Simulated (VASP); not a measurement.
# AlCo (NiAs type): single point with PBE

The system is AlCo (NiAs type).

```
CELL_PARAMETERS angstrom
2.66920 0.00000 0.00000
-1.33460 2.31159 0.00000
0.00000 0.00000 7.49153
ATOMIC_POSITIONS crystal
Co 0.00000 0.00000 0.00000
Co 0.00000 0.00000 0.50000
Al 0.33333 0.66667 0.25000
Al 0.66667 0.33333 0.75000
```

* Program: VASP 6.6.1
* Task: single point
* Functional: PBE
* Potentials or basis: VASP PAW PBE potentials, release 64 (Co, Al)
* Cutoff: 520 eV
* k mesh: 11 × 11 × 6
* Occupations: fermi-dirac, width 0.1 eV
* Spin: no spin polarisation
* Dipole correction: no
* Further INCAR settings: ALGO = Normal; EDIFF = 1e-06; NBANDS = 20

| Property | Result |
| --- | --- |
| Pressure | 9.9 GPa |
| Band gap on the k mesh | zero (band 12 reaches 11.18 eV, above the bottom of band 13 at 9.74 eV) |

Stress tensor (GPa, compression positive):
```
10.07  0.00  0.00
 0.00 10.07  0.00
 0.00  0.00  9.64
```

Levels at points of the mesh, in eV from the Fermi level:
```tsv
k point	band 9	band 10	band 11	band 12	band 13	band 14	band 15	band 16
(0.00, 0.00, 0.00)	-1.41	-1.25	-0.66	-0.66	-0.55	-0.55	4.00	10.51
(0.00, 0.00, 0.50)	-1.42	-1.42	-0.61	-0.61	-0.61	-0.61	7.00	7.00
```

Run time: 78 s on 1 thread of Intel(R) Xeon(R) Platinum 8259CL CPU @ 2.50GHz (Skylake/Cascade Lake) (shared host), peak memory 0.19 GiB.

Spin polarisation is off, so any magnetic state and its effect on volume and gap are missing.
